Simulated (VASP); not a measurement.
Input of a VASP 6.6.1 run:

INCAR

```
PREC = Accurate ; ENCUT = 520
EDIFF = 1E-7 ; ISMEAR = -1
SIGMA = 0.05 ; LREAL = F
LASPH = T ; NELM = 100
ALGO = Normal ; ISIF = 2
LWAVE = F ; LCHARG = F
GGA = PE ; ALDAC = 0.0
AGGAC = 0.0 ; NBANDS = 56
```

KPOINTS

```
regular mesh
0
Gamma
  5 5 5
```

Contents of POSCAR:

```
HfO2
1.0
    5.0488293586      0.0000000000      0.0000000000
    0.0000000000      5.1156143815      0.0000000000
   -0.8470580823      0.0000000000      5.1434008384
Hf O
4 8
Direct
    0.2755000000      0.4603000000      0.7080000000
    0.7245000000      0.9603000000      0.7920000000
    0.7245000000      0.5397000000      0.2920000000
    0.2755000000      0.0397000000      0.2080000000
    0.0742000000      0.1684000000      0.8467000000
    0.9258000000      0.6684000000      0.6533000000
    0.9258000000      0.8316000000      0.1533000000
    0.0742000000      0.3316000000      0.3467000000
    0.4487000000      0.7419000000      0.9801000000
    0.5513000000      0.2419000000      0.5199000000
    0.5513000000      0.2581000000      0.0199000000
    0.4487000000      0.7581000000      0.4801000000
```

Potentials or basis: VASP PAW PBE potentials, release 64 (Hf_pv, O).

Run with:

```bash
$ cat potpaw_PBE.64/Hf_pv/POTCAR potpaw_PBE.64/O/POTCAR > POTCAR
$ mpirun -np 1 vasp_std > vasp.out
```

(1) What does it give for the band gap on the k mesh?

(2) Estimate the largest force.

(3) What does it give for the pressure?

## Answers

(1) 4.42 eV (least direct gap 4.47 eV).

(2) 0.746 eV/Å.

(3) 35.8 GPa.

Caveat: the cell stands under pressure; spin-orbit coupling is left out, which moves the levels of the heavy elements; an odd mesh through Γ misses points on the zone boundary, where band edges can lie.
